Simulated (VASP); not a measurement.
# AlN (R3m) in VASP: further runs

The runs below take AlN through single point, with PBE.

Program: VASP 6.6.1. These are calculated values, not measurements. Logs are shortened: lines on timing, memory, paths and dates and some standing lists are left out, and cuts for length are marked.

## (1) The cell of the first run

Symmetry: R3m, No. 160, trigonal system. The conventional cell has a = 3.089 Å, b = 3.089 Å, c = 7.566 Å, α = 90.00°, β = 90.00°, γ = 120.00°. Within 2.4 Å of Al (site symmetry 3m) lie 4 N at 1.81 to 2.19 Å. Within 2.4 Å of N (site symmetry 3m) lie 4 Al at 1.81 to 2.19 Å.

## (2) Single point, PBE

INCAR

```
SYSTEM = AlN
ALGO = Normal
EDIFF = 1E-7
ENCUT = 520
GGA = PE
ISIF = 2
ISMEAR = 0
LASPH = .True.
LCHARG = .False.
LREAL = .False.
LWAVE = .False.
NBANDS = 11
NELM = 60
PREC = Accurate
SIGMA = 0.05
```

KPOINTS

```
k-points
0
Gamma
  10 10 10
  0 0 0
```

POSCAR

```
AlN
1.0
    0.0000000000      2.1839935596      2.1839935596
    2.1839935596      0.0000000000      2.1839935596
    2.1839935596      2.1839935596      0.0000000000
Al N
1 1
Direct
    0.0396532948      0.0396532948      0.0396532948
    0.7500000000      0.7500000000      0.7500000000
```

Potentials or basis: VASP PAW PBE potentials, release 64 (Al, N).

On the command line:

```sh
cat potpaw_PBE.64/Al/POTCAR potpaw_PBE.64/N/POTCAR > POTCAR
mpirun -np 1 vasp_std > vasp.out
```

OUTCAR:

```text
SYSTEM = AlN
   EDIFF = 1E-7
   ENCUT = 520
   GGA = PE
   ISIF = 2
   ISMEAR = 0
   LASPH = .True.
   LREAL = .False.
   NELM = 60
   PREC = Accurate

 ion  position               nearest neighbor table
   1  0.040  0.040  0.040-   2 1.81   2 1.81   2 1.81   2 2.19
   2  0.750  0.750  0.750-   1 1.81   1 1.81   1 1.81   1 2.19

  LATTYP: Found a face centered cubic cell.
 ALAT       =     4.3679871192

  Lattice vectors:

 A1 = (   0.0000000000,   2.1839935596,   2.1839935596)
 A2 = (   2.1839935596,   0.0000000000,   2.1839935596)
 A3 = (   2.1839935596,   2.1839935596,   0.0000000000)

Analysis of symmetry for initial positions (statically):
=====================================================================
 Subroutine PRICEL returns:
 Original cell was already a primitive cell.

 Routine SETGRP: Setting up the symmetry group for a
 face centered cubic supercell.

 Subroutine GETGRP returns: Found  6 space group operations
 (whereof  6 operations were pure point group operations)
 out of a pool of 48 trial point group operations.

The static configuration has the point symmetry C_3v.

Analysis of symmetry for dynamics (positions and initial velocities):
=====================================================================
 Subroutine PRICEL returns:
 Original cell was already a primitive cell.

 Routine SETGRP: Setting up the symmetry group for a
 face centered cubic supercell.

 Subroutine GETGRP returns: Found  6 space group operations
 (whereof  6 operations were pure point group operations)
 out of a pool of 48 trial point group operations.

The dynamic configuration has the point symmetry C_3v.

 Subroutine INISYM returns: Found  6 space group operations
 (whereof  6 operations are pure point group operations),
 and found     1 'primitive' translations

----------------------------------------------------------------------------------------

                                     Primitive cell

  volume of cell :      20.8345

  direct lattice vectors                    reciprocal lattice vectors
     0.000000000  2.183993560  2.183993560    -0.228938404  0.228938404  0.228938404
     2.183993560  0.000000000  2.183993560     0.228938404 -0.228938404  0.228938404
     2.183993560  2.183993560  0.000000000     0.228938404  0.228938404 -0.228938404

  length of vectors
     3.088633312  3.088633312  3.088633312     0.396532948  0.396532948  0.396532948

  position of ions in fractional coordinates (direct lattice)
     0.039653295  0.039653295  0.039653295
     0.750000000  0.750000000  0.750000000

  ion indices of the primitive-cell ions
   primitive index   ion index
                 1           1
                 2           2

----------------------------------------------------------------------------------------

 KPOINTS: k-points

Automatic generation of k-mesh.
 Grid dimensions read from file:
 generate k-points for:   10   10   10

 Generating k-lattice:

  Cartesian coordinates                     Fractional coordinates (reciprocal lattice)
    -0.022893840  0.022893840  0.022893840     0.100000000  0.000000000  0.000000000
     0.022893840 -0.022893840  0.022893840     0.000000000  0.100000000  0.000000000
     0.022893840  0.022893840 -0.022893840     0.000000000  0.000000000  0.100000000

  Length of vectors
     0.039653295  0.039653295  0.039653295

  Shift w.r.t. Gamma in fractional coordinates (k-lattice)
     0.000000000  0.000000000  0.000000000

 Subroutine IBZKPT returns following result:
 ===========================================

 Found    116 irreducible k-points:

 Following reciprocal coordinates:
            Coordinates               Weight
  0.000000  0.000000  0.000000      1.000000
  0.100000  0.000000  0.000000      6.000000
  0.100000  0.100000  0.100000      2.000000
  0.200000  0.000000  0.000000      6.000000
  0.200000  0.200000  0.200000      2.000000
  0.300000  0.000000  0.000000      6.000000
[... 16 lines left out ...]
  0.100000  0.100000 -0.400000      6.000000
  0.500000  0.400000  0.500000      6.000000
 [... further k-points ...]
   k-points           NKPTS =    116   k-points in BZ     NKDIM =    116   number of bands    NBANDS=     11
   number of dos      NEDOS =    301   number of ions     NIONS =      2
   total plane-waves  NPLWV =  13824
   dimension x,y,z NGX =    24 NGY =   24 NGZ =   24
   dimension x,y,z NGXF=    48 NGYF=   48 NGZF=   48
   ions per type =               1   1
   NGX,Y,Z   is equivalent  to a cutoff of  12.92, 12.92, 12.92 a.u.
   NGXF,Y,Z  is equivalent  to a cutoff of  25.84, 25.84, 25.84 a.u.
 SYSTEM =  AlN
   PREC   = accura    normal or accurate (medium, high low for compatibility)
   ISTART =      0    job   : 0-new  1-cont  2-samecut
   ICHARG =      2    charge: 1-file 2-atom 10-const
   ISPIN  =      1    spin polarized calculation?
   LNONCOLLINEAR =      F non collinear calculations
   LSORBIT =      F    spin-orbit coupling
   LASPH  =      T    aspherical Exc in radial PAW
   ENCUT  =  520.0 eV  38.22 Ry    6.18 a.u.   5.74  5.74  5.74*2*pi/ulx,y,z
   NELM   =     60;   NELMIN=  2; NELMDL= -5     # of ELM steps
   EDIFF  = 0.1E-06   stopping-criterion for ELM
   LREAL  =      F    real-space projection
   EDIFFG = 0.1E-05   stopping-criterion for IOM
   NSW    =      0    number of steps for IOM
   IBRION =     -1    ionic relax: 0-MD 1-quasi-New 2-CG
   NFREE  =      0    steps in history (QN), initial steepest desc. (CG)
   ISIF   =      2    stress and relaxation
   ISYM   =      2    0-nonsym 1-usesym 2-fastsym
   POTIM  = 0.5000    time-step for ionic-motion
   TEBEG  =    0.0;   TEEND  =   0.0 temperature during run
   PSTRESS=    0.0 pullay stress
   NELECT =       8.0000    total number of electrons
   NUPDOWN=      -1.0000    fix difference up-down
   EMIN   =  10.00;   EMAX   =-10.00  energy-range for DOS
   EFERMI =   0.00;   METHOD = LEGACY
   ISMEAR =     0;   SIGMA  =   0.05  broadening in eV -4-tet -1-fermi 0-gaus
   EFERMI_NEDOS =   21; number of points for ismear=-14 and -15
   IALGO  =     38    algorithm
   IMIX   =      4    mixing-type and parameters
     AMIX     =   0.40;   BMIX     =  1.00
     AMIX_MAG =   1.60;   BMIX_MAG =  1.00
  volume/ion in A,a.u.               =      10.42        70.30
  Fermi-wavevector in a.u.,A,eV,Ry     =   1.189899  2.248583 19.263943  1.415860
  Thomas-Fermi vector in A             =   2.325996
   LORBIT       =      0    0 simple, 1 ext, 2 COOP (PROOUT), +10 PAW based schemes
   GGA     = PE    functional components
   LHFCALC =     F    Hartree Fock is set to
   AEXX    =    0.0000 exact exchange contribution
   IVDW    =     0    specifies the selected vdW correction
   LEPSILON=     F    determine dielectric tensor
   LRPA    =     F    only Hartree local field effects (RPA)
 non-spin polarized calculation
 Gauss-broadening in eV      SIGMA  =   0.05
  energy-cutoff  :      520.00
  volume of cell :       20.83
 maximum number of plane-waves:       571
   NGX = 11   NGY = 11   NGZ = 11

 number of electron       8.0000000 magnetization

 Free energy of the ion-electron system (eV)
  ---------------------------------------------------
  ext. energy  EPLUGINS =         0.00000000
  ---------------------------------------------------
  free energy    TOTEN  =       -14.43753206 eV

  energy without entropy =      -14.43753206  energy(sigma->0) =      -14.43753206

 E-fermi :   7.0573     XC(G=0): -10.9314

 val. band max:        6.7943363970   @ k =   0.0000   0.0000   0.0000
 cond. band min:       9.2662908505   @ k =   0.5000   0.5000   0.0000
 fundamental gap:      2.4719544535
 Fermi energy:         7.0572543971

 k-point     1 :       0.0000    0.0000    0.0000
  band No.  band energies     occupation
      1      -9.0266      2.00000
      2       5.5333      2.00000
      3       5.5333      2.00000
      4       6.7943      2.00000
      5       9.9568      0.00000
      6      18.5434      0.00000
      7      18.5434      0.00000
      8      18.6747      0.00000
      9      23.4103      0.00000
     10      23.4103      0.00000
     11      23.9538      0.00000

 k-point     2 :       0.1000    0.0000    0.0000
  band No.  band energies     occupation
      1      -8.8797      2.00000
      2       4.8292      2.00000
      3       5.4899      2.00000
      4       6.6799      2.00000
      5      10.5759      0.00000
      6      17.7343      0.00000
      7      18.7701      0.00000
      8      19.1546      0.00000
      9      22.1926      0.00000
     10      22.3106      0.00000
     11      24.2808      0.00000

 k-point     3 :       0.1000    0.1000    0.1000
  band No.  band energies     occupation
      1      -8.8841      2.00000
      2       5.4850      2.00000
      3       5.4850      2.00000
      4       5.7991      2.00000
      5      10.8060      0.00000
      6      18.2028      0.00000
      7      18.5757      0.00000
      8      18.5757      0.00000
      9      22.6902      0.00000
     10      22.6902      0.00000
     11      23.5716      0.00000

 k-point     4 :       0.2000    0.0000    0.0000
  band No.  band energies     occupation
      1      -8.4612      2.00000
      2       3.3305      2.00000
      3       5.3816      2.00000
      4       6.4973      2.00000
      5      11.6594      0.00000
      6      16.8436      0.00000
      7      18.7329      0.00000
      8      18.9881      0.00000
      9      21.4790      0.00000
     10      22.2947      0.00000
     11      23.3351      0.00000

 k-point     5 :       0.2000    0.2000    0.2000
  band No.  band energies     occupation
      1      -8.4794      2.00000
      2       4.0407      2.00000
      3       5.3640      2.00000
      4       5.3640      2.00000
      5      12.0960      0.00000
      6      17.3154      0.00000
      7      18.3337      0.00000
      8      18.3337      0.00000
      9      22.4820      0.00000
     10      22.4820      0.00000
     11      22.9317      0.00000
[... 211 lines left out ...]
 k-point    21 :       0.4000    0.3000    0.4000
  band No.  band energies     occupation
      1      -7.3952      2.00000
      2       1.4932      2.00000
      3       4.8628      2.00000
      4       4.9159      2.00000
      5      13.4920      0.00000
      6      15.5428      0.00000
      7      17.4325      0.00000
      8      17.7488      0.00000
      9      23.0195      0.00000
     10      24.0970      0.00000
     11      26.0875      0.00000

 k-point    22 :       0.5000    0.1000    0.0000
  band No.  band energies     occupation
      1      -6.9232      2.00000
      2       0.2004      2.00000
      3       4.7463      2.00000
      4       5.9059      2.00000
      5      13.3534      0.00000
      6      14.6306      0.00000
      7      17.3895      0.00000
      8      18.1310      0.00000
      9      23.6653      0.00000
     10      24.7689      0.00000
     11      27.1461      0.00000

 k-point    23 :       0.1000    0.1000   -0.4000
  band No.  band energies     occupation
      1      -6.9225      2.00000
      2       0.1859      2.00000
      3       4.9908      2.00000
      4       5.6325      2.00000
      5      13.3917      0.00000
      6      14.6844      0.00000
      7      17.6082      0.00000
      8      17.9157      0.00000
      9      23.2686      0.00000
     10      25.5221      0.00000
     11      26.6624      0.00000

 k-point    24 :       0.5000    0.4000    0.5000
  band No.  band energies     occupation
      1      -7.0076      2.00000
      2       0.7288      2.00000
      3       4.6548      2.00000
      4       4.9449      2.00000
      5      13.9144      0.00000
      6      14.8684      0.00000
      7      17.3505      0.00000
      8      17.6128      0.00000
      9      23.9909      0.00000
     10      25.0190      0.00000
     11      26.4399      0.00000

 [... further k-points ...]

------------------------ aborting loop because EDIFF is reached ----------------------------------------

  FORCE on cell =-STRESS in cart. coord.  units (eV):
  Direction    XX          YY          ZZ          XY          YZ          ZX
  --------------------------------------------------------------------------------------
  -------------------------------------------------------------------------------------
  Total        1.4680628      1.4680628      1.4680628     -0.8110581     -0.8110581     -0.8110581
  in kB      112.8940791    112.8940791    112.8940791    -62.3703935    -62.3703935    -62.3703935
  external PRESSURE =     112.8940791 kB  Pullay stress =       0.0000000 kB

 VOLUME and BASIS-vectors are now :
 -----------------------------------------------------------------------------
  energy-cutoff  :      520.00
  volume of cell :       20.83
      direct lattice vectors                 reciprocal lattice vectors
     0.000000000  2.183993560  2.183993560    -0.228938404  0.228938404  0.228938404
     2.183993560  0.000000000  2.183993560     0.228938404 -0.228938404  0.228938404
     2.183993560  2.183993560  0.000000000     0.228938404  0.228938404 -0.228938404

 POSITION                                       TOTAL-FORCE (eV/Angst)
 -----------------------------------------------------------------------------------
      0.17321      0.17321      0.17321        -1.150953     -1.150953     -1.150953
      3.27599      3.27599      3.27599         1.150953      1.150953      1.150953
 -----------------------------------------------------------------------------------
    total drift:                                0.000055      0.000055      0.000055

  FREE ENERGIE OF THE ION-ELECTRON SYSTEM (eV)
  ---------------------------------------------------
  free  energy   TOTEN  =       -14.4375320588 eV

  energy  without entropy=      -14.4375320588  energy(sigma->0) =      -14.43753206
```

Wall time 11 s (1 thread of Intel Xeon Platinum 8488C (Sapphire Rapids), shared host); peak memory 0.14 GiB.

Results:

- Free energy: -14.4375 eV
- Pressure: 11.3 GPa
- Largest force: 1.994 eV/Å
- Band gap on the k mesh: 2.47 eV, indirect (least direct gap 3.16 eV)

Forces in eV/Å, atoms in the order of the input:
```
Al  -1.151 -1.151 -1.151
N    1.151  1.151  1.151
```

Caveat: the cell differs from its parent crystal (all Al atoms moved -0.300 Å, as atom 1 towards its neighbour atom 2 (N) at 1.891 Å); forces of over 1 eV/Å act on the atoms, so gaps and moduli don't describe the material at rest.

(Part 1 of 3 ends here.)
